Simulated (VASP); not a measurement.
# Ga (Pm-3m) in VASP: single point with PBEsol

Aim: the single point of Ga with PBEsol.

Program: VASP 6.6.1. These are calculated values, not measurements. Logs are shortened: lines on timing, memory, paths and dates and some standing lists are left out, and cuts for length are marked.

## Step 1: The cell of the first run

The structure is cubic, space group Pm-3m (No. 221). The conventional cell has a = 4.854 Å, b = 4.854 Å, c = 4.854 Å, α = 90.00°, β = 90.00°, γ = 90.00°.

This isn't the form of Ga at room conditions, which is orthorhombic.

## Step 2: Single point, PBEsol

The input, INCAR:

```
SYSTEM = Ga
ALGO = Normal ; EDIFF = 1E-6
ENCUT = 500 ; GGA = PS
GGA_COMPAT = .False. ; ISIF = 2
ISMEAR = 1 ; LASPH = .True.
LCHARG = .True. ; LELF = .True.
LREAL = .False. ; LVHAR = .True.
LWAVE = .False. ; NBANDS = 12
NELM = 120 ; PREC = Accurate
SIGMA = 0.3
```

The input, KPOINTS:

```
k-points
0
Gamma
  5 5 5
  0 0 0
```

The input, POSCAR:

```
Ga
1.0
    4.8542860000      0.0000000000      0.0000000000
    0.0000000000      4.8542860000      0.0000000000
    0.0000000000      0.0000000000      4.8542860000
Ga
1
Direct
    0.0000000000      0.0000000000      0.0000000000
```

Potentials or basis: VASP PAW PBE potentials, release 64 (Ga_d).

Launch:

```bash
$ cat potpaw_PBE.64/Ga_d/POTCAR > POTCAR
$ mpirun -np 1 vasp_std > vasp.out
```

OUTCAR:

```text
SYSTEM = Ga
   EDIFF = 1E-6
   ENCUT = 500
   GGA = PS
   ISIF = 2
   ISMEAR = 1
   LASPH = .True.
   LREAL = .False.
   NELM = 120
   PREC = Accurate

 ion  position               nearest neighbor table
   1  0.000  0.000  0.000-

  LATTYP: Found a simple cubic cell.
 ALAT       =     4.8542860000

  Lattice vectors:

 A1 = (   4.8542860000,   0.0000000000,   0.0000000000)
 A2 = (   0.0000000000,   4.8542860000,   0.0000000000)
 A3 = (   0.0000000000,   0.0000000000,   4.8542860000)

Analysis of symmetry for initial positions (statically):
=====================================================================
 Subroutine PRICEL returns:
 Original cell was already a primitive cell.

 Routine SETGRP: Setting up the symmetry group for a
 simple cubic supercell.

 Subroutine GETGRP returns: Found 48 space group operations
 (whereof 48 operations were pure point group operations)
 out of a pool of 48 trial point group operations.

The static configuration has the point symmetry O_h .

Analysis of symmetry for dynamics (positions and initial velocities):
=====================================================================
 Subroutine PRICEL returns:
 Original cell was already a primitive cell.

 Routine SETGRP: Setting up the symmetry group for a
 simple cubic supercell.

 Subroutine GETGRP returns: Found 48 space group operations
 (whereof 48 operations were pure point group operations)
 out of a pool of 48 trial point group operations.

The dynamic configuration has the point symmetry O_h .

 Subroutine INISYM returns: Found 48 space group operations
 (whereof 48 operations are pure point group operations),
 and found     1 'primitive' translations

----------------------------------------------------------------------------------------

                                     Primitive cell

  volume of cell :     114.3868

  direct lattice vectors                    reciprocal lattice vectors
     4.854286000  0.000000000  0.000000000     0.206003519  0.000000000  0.000000000
     0.000000000  4.854286000  0.000000000     0.000000000  0.206003519  0.000000000
     0.000000000  0.000000000  4.854286000     0.000000000  0.000000000  0.206003519

  length of vectors
     4.854286000  4.854286000  4.854286000     0.206003519  0.206003519  0.206003519

  position of ions in fractional coordinates (direct lattice)
     0.000000000  0.000000000  0.000000000

  ion indices of the primitive-cell ions
   primitive index   ion index
                 1           1

----------------------------------------------------------------------------------------

 KPOINTS: k-points

Automatic generation of k-mesh.
 Grid dimensions read from file:
 generate k-points for:    5    5    5

 Generating k-lattice:

  Cartesian coordinates                     Fractional coordinates (reciprocal lattice)
     0.041200704  0.000000000  0.000000000     0.200000000  0.000000000  0.000000000
     0.000000000  0.041200704  0.000000000     0.000000000  0.200000000  0.000000000
     0.000000000  0.000000000  0.041200704     0.000000000  0.000000000  0.200000000

  Length of vectors
     0.041200704  0.041200704  0.041200704

  Shift w.r.t. Gamma in fractional coordinates (k-lattice)
     0.000000000  0.000000000  0.000000000

 Subroutine IBZKPT returns following result:
 ===========================================

 Found     10 irreducible k-points:

 Following reciprocal coordinates:
            Coordinates               Weight
  0.000000  0.000000  0.000000      1.000000
  0.200000  0.000000  0.000000      6.000000
  0.400000  0.000000  0.000000      6.000000
  0.200000  0.200000  0.000000     12.000000
  0.400000  0.200000  0.000000     24.000000
  0.400000  0.400000  0.000000     12.000000
  0.200000  0.200000  0.200000      8.000000
  0.400000  0.200000  0.200000     24.000000
  0.400000  0.400000  0.200000     24.000000
  0.400000  0.400000  0.400000      8.000000
   k-points           NKPTS =     10   k-points in BZ     NKDIM =     10   number of bands    NBANDS=     12
   number of dos      NEDOS =    301   number of ions     NIONS =      1
   total plane-waves  NPLWV =  46656
   dimension x,y,z NGX =    36 NGY =   36 NGZ =   36
   dimension x,y,z NGXF=    72 NGYF=   72 NGZF=   72
   ions per type =               1
   NGX,Y,Z   is equivalent  to a cutoff of  12.33, 12.33, 12.33 a.u.
   NGXF,Y,Z  is equivalent  to a cutoff of  24.66, 24.66, 24.66 a.u.
 SYSTEM =  Ga
   PREC   = accura    normal or accurate (medium, high low for compatibility)
   ISTART =      0    job   : 0-new  1-cont  2-samecut
   ICHARG =      2    charge: 1-file 2-atom 10-const
   ISPIN  =      1    spin polarized calculation?
   LNONCOLLINEAR =      F non collinear calculations
   LSORBIT =      F    spin-orbit coupling
   LASPH  =      T    aspherical Exc in radial PAW
   ENCUT  =  500.0 eV  36.75 Ry    6.06 a.u.   8.85  8.85  8.85*2*pi/ulx,y,z
   NELM   =    120;   NELMIN=  2; NELMDL= -5     # of ELM steps
   EDIFF  = 0.1E-05   stopping-criterion for ELM
   LREAL  =      F    real-space projection
   EDIFFG = 0.1E-04   stopping-criterion for IOM
   NSW    =      0    number of steps for IOM
   IBRION =     -1    ionic relax: 0-MD 1-quasi-New 2-CG
   NFREE  =      0    steps in history (QN), initial steepest desc. (CG)
   ISIF   =      2    stress and relaxation
   ISYM   =      2    0-nonsym 1-usesym 2-fastsym
   POTIM  = 0.5000    time-step for ionic-motion
   TEBEG  =    0.0;   TEEND  =   0.0 temperature during run
   PSTRESS=    0.0 pullay stress
   NELECT =      13.0000    total number of electrons
   NUPDOWN=      -1.0000    fix difference up-down
   EMIN   =  10.00;   EMAX   =-10.00  energy-range for DOS
   EFERMI =   0.00;   METHOD = LEGACY
   ISMEAR =     1;   SIGMA  =   0.30  broadening in eV -4-tet -1-fermi 0-gaus
   EFERMI_NEDOS =   21; number of points for ismear=-14 and -15
   IALGO  =     38    algorithm
   IMIX   =      4    mixing-type and parameters
     AMIX     =   0.40;   BMIX     =  1.00
     AMIX_MAG =   1.60;   BMIX_MAG =  1.00
  volume/ion in A,a.u.               =     114.39       771.92
  Fermi-wavevector in a.u.,A,eV,Ry     =   0.792983  1.498521  8.555645  0.628822
  Thomas-Fermi vector in A             =   1.898829
   LORBIT       =      0    0 simple, 1 ext, 2 COOP (PROOUT), +10 PAW based schemes
   GGA     = PS    functional components
   LHFCALC =     F    Hartree Fock is set to
   AEXX    =    0.0000 exact exchange contribution
   IVDW    =     0    specifies the selected vdW correction
   LEPSILON=     F    determine dielectric tensor
   LRPA    =     F    only Hartree local field effects (RPA)
 non-spin polarized calculation
 Methfessel and Paxton  Order N= 1 SIGMA  =   0.30
  energy-cutoff  :      500.00
  volume of cell :      114.39
 maximum number of plane-waves:      2945
 NGX is ok and might be reduce to    36
   NGX = 17   NGY = 17   NGZ = 17

 number of electron      13.0000019 magnetization

 Free energy of the ion-electron system (eV)
  ---------------------------------------------------
  ext. energy  EPLUGINS =         0.00000000
  ---------------------------------------------------
  free energy    TOTEN  =        -0.86518945 eV

  energy without entropy =       -0.84981618  energy(sigma->0) =       -0.86006503

 E-fermi :  -1.6089     XC(G=0):  -4.6195

 val. band max:       -1.7274787043   @ k =   0.4000   0.2000   0.2000
 cond. band min:      -1.6057961661   @ k =   0.4000   0.4000   0.0000
 fundamental gap:      0.1216825383
 Fermi energy:        -1.6088946940

 k-point     1 :       0.0000    0.0000    0.0000
  band No.  band energies     occupation
      1     -17.6949      2.00000
      2     -17.6949      2.00000
      3     -17.6928      2.00000
      4     -17.6928      2.00000
      5     -17.6928      2.00000
      6      -7.7025      2.00000
      7      -0.0964     -0.00000
      8      -0.0964     -0.00000
      9      -0.0964     -0.00000
     10       0.8866     -0.00000
     11       3.5842     -0.00000
     12       3.5842     -0.00000

 k-point     2 :       0.2000    0.0000    0.0000
  band No.  band energies     occupation
      1     -17.6949      2.00000
      2     -17.6942      2.00000
      3     -17.6929      2.00000
      4     -17.6929      2.00000
      5     -17.6928      2.00000
      6      -7.6269      2.00000
      7      -1.1093     -0.04016
      8      -0.0119     -0.00000
      9      -0.0119     -0.00000
     10       1.6002     -0.00000
     11       3.7962     -0.00000
     12       4.3454     -0.00000

 k-point     3 :       0.4000    0.0000    0.0000
  band No.  band energies     occupation
      1     -17.6949      2.00000
      2     -17.6932      2.00000
      3     -17.6932      2.00000
      4     -17.6931      2.00000
      5     -17.6927      2.00000
      6      -7.4928      2.00000
      7      -2.0128      2.06708
      8       0.1389     -0.00000
      9       0.1389     -0.00000
     10       2.3831     -0.00000
     11       3.9920     -0.00000
     12       4.3153     -0.00000
[... 76 lines left out ...]
 k-point     9 :       0.4000    0.4000    0.2000
  band No.  band energies     occupation
      1     -17.6937      2.00000
      2     -17.6934      2.00000
      3     -17.6934      2.00000
      4     -17.6932      2.00000
      5     -17.6921      2.00000
      6      -7.2376      2.00000
      7      -1.4777      0.33231
      8      -1.3991      0.08078
      9      -0.3758     -0.00000
     10       2.1185     -0.00000
     11       3.9014     -0.00000
     12       4.1377     -0.00000

 k-point    10 :       0.4000    0.4000    0.4000
  band No.  band energies     occupation
      1     -17.6937      2.00000
      2     -17.6937      2.00000
      3     -17.6937      2.00000
      4     -17.6921      2.00000
      5     -17.6921      2.00000
      6      -7.1256      2.00000
      7      -1.2470     -0.07081
      8      -1.1610     -0.05594
      9      -1.1610     -0.05594
     10       2.5073     -0.00000
     11       3.0065     -0.00000
     12       3.0065     -0.00000

------------------------ aborting loop because EDIFF is reached ----------------------------------------

  FORCE on cell =-STRESS in cart. coord.  units (eV):
  Direction    XX          YY          ZZ          XY          YZ          ZX
  --------------------------------------------------------------------------------------
  -------------------------------------------------------------------------------------
  Total       -1.0078284     -1.0078284     -1.0078284      0.0000000      0.0000000     -0.0000000
  in kB      -14.1163066    -14.1163066    -14.1163066      0.0000000      0.0000000     -0.0000000
  external PRESSURE =     -14.1163066 kB  Pullay stress =       0.0000000 kB

 VOLUME and BASIS-vectors are now :
 -----------------------------------------------------------------------------
  energy-cutoff  :      500.00
  volume of cell :      114.39
      direct lattice vectors                 reciprocal lattice vectors
     4.854286000  0.000000000  0.000000000     0.206003519  0.000000000  0.000000000
     0.000000000  4.854286000  0.000000000     0.000000000  0.206003519  0.000000000
     0.000000000  0.000000000  4.854286000     0.000000000  0.000000000  0.206003519

 POSITION                                       TOTAL-FORCE (eV/Angst)
 -----------------------------------------------------------------------------------
      0.00000      0.00000      0.00000         0.000000      0.000000      0.000000
 -----------------------------------------------------------------------------------
    total drift:                               -0.000000     -0.000000     -0.000000

  FREE ENERGIE OF THE ION-ELECTRON SYSTEM (eV)
  ---------------------------------------------------
  free  energy   TOTEN  =        -0.8651894504 eV

  energy  without entropy=       -0.8498161827  energy(sigma->0) =       -0.86006503
```

It took 9.1 s on 1 thread of AMD EPYC 7R13 (Zen 3), shared host; peak memory 0.17 GiB.

What came out:

- Free energy: -0.8652 eV
- Pressure: -1.4 GPa
- Band gap on the k mesh: zero (an odd number of electrons rules out a gap without spin polarisation)

Caveat: so wide a smearing shifts energies and pressures; the PAW data sets were made with another functional, which shifts forces and pressure a little.
